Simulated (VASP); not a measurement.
# P in VASP: notebook

The runs below take P through single point, with r2SCAN.

All numbers are computed with VASP 6.6.1; they aren't measurements. Logs are shortened: lines on timing, memory, paths and dates and some standing lists are left out, and cuts for length are marked.

## (1) The cell of the first run

The cell holds a slab with vacuum, 2 atoms: a = 3.280 Å, b = 3.280 Å, c = 28.000 Å, α = 90.00°, β = 90.00°, γ = 120.00°.

## (2) Single point, r2SCAN

Input file POSCAR:

```
P
1.0
    3.2800000000      0.0000000000      0.0000000000
   -1.6400000000      2.8405633244      0.0000000000
    0.0000000000      0.0000000000     28.0000000000
P
2
Direct
    0.3333333333      0.6666666667      0.5093571429
    0.6666666667      0.3333333333      0.4906428571
```

Input file INCAR.step1:

```
SYSTEM = P
PREC     = Accurate       ! precision mode
ENCUT    = 520            ! plane-wave cutoff, eV
ISMEAR   = 0              ! smearing method
SIGMA    = 0.02           ! smearing width, eV
LREAL    = .FALSE.        ! projectors in reciprocal space
LASPH    = .TRUE.         ! aspherical terms in the spheres
NELM     = 60             ! most SCF steps
LDIPOL   = .TRUE.       
IDIPOL   = 3            
DIPOL    = 0.5 0.5 0.500
NBANDS   = 12             ! bands
GGA      = PE             ! functional
ALGO     = Normal         ! electronic algorithm
EDIFF    = 1E-4           ! SCF threshold, eV
LWAVE    = .TRUE.         ! write WAVECAR
LCHARG   = .FALSE.        ! write CHGCAR
```

Input file INCAR.step2:

```
SYSTEM = P
PREC     = Accurate       ! precision mode
ENCUT    = 520            ! plane-wave cutoff, eV
EDIFF    = 1E-6           ! SCF threshold, eV
ISMEAR   = 0              ! smearing method
SIGMA    = 0.02           ! smearing width, eV
LREAL    = .FALSE.        ! projectors in reciprocal space
LASPH    = .TRUE.         ! aspherical terms in the spheres
NELM     = 60             ! most SCF steps
ALGO     = Normal         ! electronic algorithm
ISIF     = 2              ! what is computed and relaxed
LWAVE    = .FALSE.        ! write WAVECAR
LCHARG   = .FALSE.        ! write CHGCAR
LDIPOL   = .TRUE.       
IDIPOL   = 3            
DIPOL    = 0.5 0.5 0.500
METAGGA  = R2SCAN         ! meta-GGA
LMIXTAU  = .TRUE.       
NBANDS   = 12             ! bands
ISTART   = 1
```

Input file KPOINTS:

```
Automatic mesh
0
G
  9 9 1
  0 0 0
```

Potentials or basis: VASP PAW PBE potentials, release 64 (P).

Command:

```console
$ cat potpaw_PBE.64/P/POTCAR > POTCAR
$ cp INCAR.step1 INCAR
$ mpirun -np 1 vasp_std > vasp.out
$ cp INCAR.step2 INCAR
$ mpirun -np 1 vasp_std > vasp.out
```

OUTCAR:

```text
SYSTEM = P
   PREC = Accurate
   ENCUT = 520
   EDIFF = 1E-6
   ISMEAR = 0
   LREAL = .FALSE.
   LASPH = .TRUE.
   NELM = 60
   ISIF = 2
   METAGGA = R2SCAN
   ISTART = 1

 ion  position               nearest neighbor table
   1  0.333  0.667  0.509-   2 1.96   2 1.96   2 1.96
   2  0.667  0.333  0.491-   1 1.96   1 1.96   1 1.96

  LATTYP: Found a hexagonal cell.
 ALAT       =     3.2800000000
 C/A-ratio  =     8.5365853659

  Lattice vectors:

 A1 = (   3.2800000000,   0.0000000000,   0.0000000000)
 A2 = (  -1.6400000000,   2.8405633244,   0.0000000000)
 A3 = (   0.0000000000,   0.0000000000,  28.0000000000)

Analysis of symmetry for initial positions (statically):
=====================================================================
 Subroutine PRICEL returns:
 Original cell was already a primitive cell.

 Routine SETGRP: Setting up the symmetry group for a
 hexagonal supercell.

 Subroutine GETGRP returns: Found 12 space group operations
 (whereof 12 operations were pure point group operations)
 out of a pool of 24 trial point group operations.

The static configuration has the point symmetry D_3d.

Analysis of symmetry for dynamics (positions and initial velocities):
=====================================================================
 Subroutine PRICEL returns:
 Original cell was already a primitive cell.

 Routine SETGRP: Setting up the symmetry group for a
 hexagonal supercell.

 Subroutine GETGRP returns: Found 12 space group operations
 (whereof 12 operations were pure point group operations)
 out of a pool of 24 trial point group operations.

The dynamic configuration has the point symmetry D_3d.

 Subroutine INISYM returns: Found 12 space group operations
 (whereof 12 operations are pure point group operations),
 and found     1 'primitive' translations

----------------------------------------------------------------------------------------

                                     Primitive cell

  volume of cell :     260.8773

  direct lattice vectors                    reciprocal lattice vectors
     3.280000000  0.000000000  0.000000000     0.304878049  0.176021424  0.000000000
    -1.640000000  2.840563324  0.000000000     0.000000000  0.352042847  0.000000000
     0.000000000  0.000000000 28.000000000     0.000000000  0.000000000  0.035714286

  length of vectors
     3.280000000  3.280000000 28.000000000     0.352042847  0.352042847  0.035714286

  position of ions in fractional coordinates (direct lattice)
     0.333333333  0.666666667  0.509357143
     0.666666667  0.333333333  0.490642857

  ion indices of the primitive-cell ions
   primitive index   ion index
                 1           1
                 2           2

----------------------------------------------------------------------------------------

 KPOINTS: Automatic mesh

Automatic generation of k-mesh.
 Grid dimensions read from file:
 generate k-points for:    9    9    1

 Generating k-lattice:

  Cartesian coordinates                     Fractional coordinates (reciprocal lattice)
     0.033875339  0.019557936  0.000000000     0.111111111  0.000000000  0.000000000
     0.000000000  0.039115872  0.000000000     0.000000000  0.111111111  0.000000000
     0.000000000  0.000000000  0.035714286     0.000000000  0.000000000  1.000000000

  Length of vectors
     0.039115872  0.039115872  0.035714286

  Shift w.r.t. Gamma in fractional coordinates (k-lattice)
     0.000000000  0.000000000  0.000000000

 Subroutine IBZKPT returns following result:
 ===========================================

 Found     12 irreducible k-points:

 Following reciprocal coordinates:
            Coordinates               Weight
  0.000000  0.000000  0.000000      1.000000
  0.111111 -0.000000  0.000000      6.000000
  0.222222 -0.000000  0.000000      6.000000
  0.333333  0.000000  0.000000      6.000000
  0.444444 -0.000000  0.000000      6.000000
  0.111111  0.111111  0.000000      6.000000
  0.222222  0.111111  0.000000     12.000000
  0.333333  0.111111  0.000000     12.000000
  0.444444  0.111111  0.000000      6.000000
  0.222222  0.222222  0.000000      6.000000
  0.333333  0.222222  0.000000     12.000000
  0.333333  0.333333  0.000000      2.000000
   k-points           NKPTS =     12   k-points in BZ     NKDIM =     12   number of bands    NBANDS=     12
   number of dos      NEDOS =    301   number of ions     NIONS =      2
   total plane-waves  NPLWV = 120960
   dimension x,y,z NGX =    24 NGY =   24 NGZ =  210
   dimension x,y,z NGXF=    48 NGYF=   48 NGZF=  420
   ions per type =               2
   NGX,Y,Z   is equivalent  to a cutoff of  12.16, 12.16, 12.47 a.u.
   NGXF,Y,Z  is equivalent  to a cutoff of  24.33, 24.33, 24.94 a.u.
 SYSTEM =  P
   PREC   = accura    normal or accurate (medium, high low for compatibility)
   ISTART =      1    job   : 0-new  1-cont  2-samecut
   ICHARG =      0    charge: 1-file 2-atom 10-const
   ISPIN  =      1    spin polarized calculation?
   LNONCOLLINEAR =      F non collinear calculations
   LSORBIT =      F    spin-orbit coupling
   LASPH  =      T    aspherical Exc in radial PAW
   ENCUT  =  520.0 eV  38.22 Ry    6.18 a.u.   6.10  6.10 52.06*2*pi/ulx,y,z
   NELM   =     60;   NELMIN=  2; NELMDL=  0     # of ELM steps
   EDIFF  = 0.1E-05   stopping-criterion for ELM
   LREAL  =      F    real-space projection
   EDIFFG = 0.1E-04   stopping-criterion for IOM
   NSW    =      0    number of steps for IOM
   IBRION =     -1    ionic relax: 0-MD 1-quasi-New 2-CG
   NFREE  =      0    steps in history (QN), initial steepest desc. (CG)
   ISIF   =      2    stress and relaxation
   ISYM   =      2    0-nonsym 1-usesym 2-fastsym
   POTIM  = 0.5000    time-step for ionic-motion
   TEBEG  =    0.0;   TEEND  =   0.0 temperature during run
   PSTRESS=    0.0 pullay stress
   NELECT =      10.0000    total number of electrons
   NUPDOWN=      -1.0000    fix difference up-down
   EMIN   =  10.00;   EMAX   =-10.00  energy-range for DOS
   EFERMI =   0.00;   METHOD = LEGACY
   ISMEAR =     0;   SIGMA  =   0.02  broadening in eV -4-tet -1-fermi 0-gaus
   EFERMI_NEDOS =   21; number of points for ismear=-14 and -15
   IALGO  =     38    algorithm
   IMIX   =      4    mixing-type and parameters
     AMIX     =   0.40;   BMIX     =  1.00
     AMIX_MAG =   1.60;   BMIX_MAG =  1.00
  volume/ion in A,a.u.               =     130.44       880.24
  Fermi-wavevector in a.u.,A,eV,Ry     =   0.551988  1.043105  4.145564  0.304690
  Thomas-Fermi vector in A             =   1.584231
   LORBIT       =      0    0 simple, 1 ext, 2 COOP (PROOUT), +10 PAW based schemes
   METAGGA = R2SCAN    functional components
   LHFCALC =     F    Hartree Fock is set to
   AEXX    =    0.0000 exact exchange contribution
   IVDW    =     0    specifies the selected vdW correction
   LEPSILON=     F    determine dielectric tensor
   LRPA    =     F    only Hartree local field effects (RPA)
 non-spin polarized calculation
 Gauss-broadening in eV      SIGMA  =   0.02
  energy-cutoff  :      520.00
  volume of cell :      260.88
 maximum number of plane-waves:      7086
   NGX = 13   NGY = 13   NGZ =105

 number of electron       9.9999998 magnetization

 dipolmoment           0.000000      0.000000     -0.000000 electrons x Angstroem

 Free energy of the ion-electron system (eV)
  ---------------------------------------------------
  ext. energy  EPLUGINS =         0.00000000
  ---------------------------------------------------
  free energy    TOTEN  =       -15.34007856 eV

  energy without entropy =      -15.33844140  energy(sigma->0) =      -15.33925998

 E-fermi :  -2.4653     XC(G=0):  -1.6633

 val. band max:       -2.4682925193   @ k =   0.2222   0.1111   0.0000
 cond. band min:      -2.4134129297   @ k =   0.3333   0.1111   0.0000
 fundamental gap:      0.0548795896
 Fermi energy:        -2.4653209998

 k-point     1 :       0.0000    0.0000    0.0000
  band No.  band energies     occupation
      1     -21.1723      2.00000
      2      -9.9972      2.00000
      3      -7.7314      2.00000
      4      -7.7314      2.00000
      5      -1.9017      0.00000
      6      -1.6114      0.00000
      7      -1.6114      0.00000
      8      -1.3094      0.00000
      9       1.5069      0.00000
     10       1.5995      0.00000
     11       1.9987      0.00000
     12       2.1054      0.00000

 k-point     2 :       0.1111   -0.0000    0.0000
  band No.  band energies     occupation
      1     -20.9641      2.00000
      2      -9.8267      2.00000
      3      -8.8886      2.00000
      4      -8.0729      2.00000
      5      -2.0023      0.00000
      6      -1.7783      0.00000
      7      -0.8737      0.00000
      8      -0.1005      0.00000
      9       1.7406      0.00000
     10       1.8201      0.00000
     11       2.1678      0.00000
     12       2.3365      0.00000

 k-point     3 :       0.2222   -0.0000    0.0000
  band No.  band energies     occupation
      1     -20.3477      2.00000
      2     -11.2198      2.00000
      3      -9.1599      2.00000
      4      -8.7458      2.00000
      5      -2.7796      2.00000
      6      -1.8265      0.00000
      7       0.9501      0.00000
      8       1.5465      0.00000
      9       2.2957      0.00000
     10       2.5431      0.00000
     11       2.5912      0.00000
     12       3.0453      0.00000
[... 106 lines left out ...]
 k-point    11 :       0.3333    0.2222    0.0000
  band No.  band energies     occupation
      1     -17.5877      2.00000
      2     -15.4322      2.00000
      3     -11.7126      2.00000
      4      -6.5661      2.00000
      5      -4.5663      2.00000
      6      -0.0536      0.00000
      7       0.6041      0.00000
      8       3.2302      0.00000
      9       3.3457      0.00000
     10       5.5101      0.00000
     11       5.9003      0.00000
     12       5.9835      0.00000

 k-point    12 :       0.3333    0.3333    0.0000
  band No.  band energies     occupation
      1     -16.4466      2.00000
      2     -16.4466      2.00000
      3     -12.3252      2.00000
      4      -5.5168      2.00000
      5      -5.5168      2.00000
      6       0.0137      0.00000
      7       2.0578      0.00000
      8       3.5087      0.00000
      9       3.5087      0.00000
     10       5.0362      0.00000
     11       5.0362      0.00000
     12       6.8190      0.00000

------------------------ aborting loop because EDIFF is reached ----------------------------------------

 vacuum level on the upper side and lower side of the slab       (xc-potential included)        -0.044        -0.044

  FORCE on cell =-STRESS in cart. coord.  units (eV):
  Direction    XX          YY          ZZ          XY          YZ          ZX
  --------------------------------------------------------------------------------------
  -------------------------------------------------------------------------------------
  Total       10.6569837     10.6569837      2.0882679      0.0000000      0.0000000     -0.0000000
  in kB       65.4498315     65.4498315     12.8250905      0.0000000      0.0000000     -0.0000000
  external PRESSURE =      47.9082511 kB  Pullay stress =       0.0000000 kB

 VOLUME and BASIS-vectors are now :
 -----------------------------------------------------------------------------
  energy-cutoff  :      520.00
  volume of cell :      260.88
      direct lattice vectors                 reciprocal lattice vectors
     3.280000000  0.000000000  0.000000000     0.304878049  0.176021424  0.000000000
    -1.640000000  2.840563324  0.000000000     0.000000000  0.352042847  0.000000000
     0.000000000  0.000000000 28.000000000     0.000000000  0.000000000  0.035714286

 POSITION                                       TOTAL-FORCE (eV/Angst)
 -----------------------------------------------------------------------------------
     -0.00000      1.89371     14.26200         0.000000      0.000000      4.008311
      1.64000      0.94685     13.73800        -0.000000     -0.000000     -4.008311
 -----------------------------------------------------------------------------------
    total drift:                               -0.000000     -0.000000     -0.000000

  FREE ENERGIE OF THE ION-ELECTRON SYSTEM (eV)
  ---------------------------------------------------
  free  energy   TOTEN  =       -15.3400785562 eV

  energy  without entropy=      -15.3384413962  energy(sigma->0) =      -15.33925998

 vacuum level on the upper side and lower side of the slab         1.538         1.538
```

Run time: 2.8 min. Hardware: 1 thread of AMD EPYC 9R45 (Zen 5), shared host; peak memory 0.34 GiB.

Results:

* Free energy: -15.3401 eV
* Largest force: 4.008 eV/Å
* Band gap on the k mesh: zero (bands 5 and 6 overlap by 1.83 eV)

Forces in eV/Å, atoms in the order of the input:
```
P    0.000  0.000  4.008
P    0.000  0.000 -4.008
```

Caveat: the PAW data sets were made with another functional, which shifts forces and pressure a little.

(Continued in part 2 of 3.)
